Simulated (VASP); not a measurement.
B2AsN:

```
N B As
1.0
    -2.12115    2.12115    4.15339
     2.12115   -2.12115    4.15339
     2.12115    2.12115   -4.15339
N B As
2 4 2
Direct
  0.00000 0.00000 0.00000
  0.25000 0.75000 0.50000
  0.62500 0.70013 0.57513
  0.95013 0.37500 0.07513
  0.12500 0.04987 0.42487
  0.29987 0.87500 0.92487
  0.50000 0.50000 0.00000
  0.75000 0.25000 0.50000
```

Base run:

| Item | Value |
| --- | --- |
| Program | VASP 6.6.1 |
| Functional | r2SCAN |
| Potentials or basis | VASP PAW PBE potentials, release 64 (N, B, As) |
| Cutoff | 520 eV |
| k mesh | 8 × 8 × 8 |
| Occupations | gaussian, width 0.01 eV |
| Spin | no spin polarisation |

Its results: band gap on the k mesh 2.41 eV (least direct gap 2.45 eV); pressure 0.6 GPa; largest force 0.032 eV/Å.

Q: The run is repeated on the same cell with these changes: functional from r2SCAN to PBE; further incar settings from ALGO = Normal; EDIFF = 1e-07; NBANDS = 26 to ALGO = Normal; EDIFF = 1e-06; NBANDS = 26. What comes out?

A: Band gap on the k mesh 2.08 eV (least direct gap 2.13 eV); pressure 3.0 GPa; largest force 0.298 eV/Å.

Caveats: the PAW data sets were made with another functional, which shifts forces and pressure a little (at least some runs); the cell stands under pressure (at least some runs).

A k mesh can miss the band edges.
